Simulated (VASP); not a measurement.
Write the native input for VASP 6.6.1 that does the following.

```yaml
Task: single point
Functional: LDA
Potentials_or_basis: VASP PAW LDA potentials, release 64 (Ge_d)
Cutoff: 520 eV
k_mesh: 10 × 10 × 10
Occupations: fermi-dirac, width 0.05 eV
Spin: no spin polarisation
Dipole_correction: no
Further_INCAR_settings: ALGO = Normal; EDIFF = 1e-06; NBANDS = 21
```

The structure of Ge lies in POSCAR:

```
Ge
1.0
    0.0000000000      2.7905386918      2.7905386918
    2.7905386918      0.0000000000      2.7905386918
    2.7905386918      2.7905386918      0.0000000000
Ge
2
Direct
    0.5000000000      0.5000000000      0.5000000000
    0.7500000000      0.7500000000      0.7500000000
```

This cell differs from its parent crystal: volume scaled by 0.96.

One way to write it, as run:

INCAR

```
ALGO     = Normal         # electronic algorithm
EDIFF    = 1E-6           # SCF threshold, eV
ENCUT    = 520            # plane-wave cutoff, eV
ISIF     = 2              # what is computed and relaxed
ISMEAR   = -1             # smearing method
LASPH    = T              # aspherical terms in the spheres
LCHARG   = F              # write CHGCAR
LREAL    = F              # projectors in reciprocal space
LWAVE    = F              # write WAVECAR
NBANDS   = 21             # bands
NELM     = 60             # most SCF steps
PREC     = Accurate       # precision mode
SIGMA    = 0.05           # smearing width, eV
```

KPOINTS

```
k-points
0
Gamma
  10 10 10
```

Potentials or basis: VASP PAW LDA potentials, release 64 (Ge_d).

Command:

```console
$ cat potpaw_LDA.64/Ge_d/POTCAR > POTCAR
$ mpirun -np 1 vasp_std > vasp.out
```

Results of the run:

The pressure is 1.9 GPa. The band gap on the k mesh is 0.19 eV, indirect (least direct gap 0.23 eV).

Wall time 14 s on 1 thread of Intel(R) Xeon(R) 6975P-C (Granite Rapids), with other jobs on the host, peak memory 0.16 GiB.
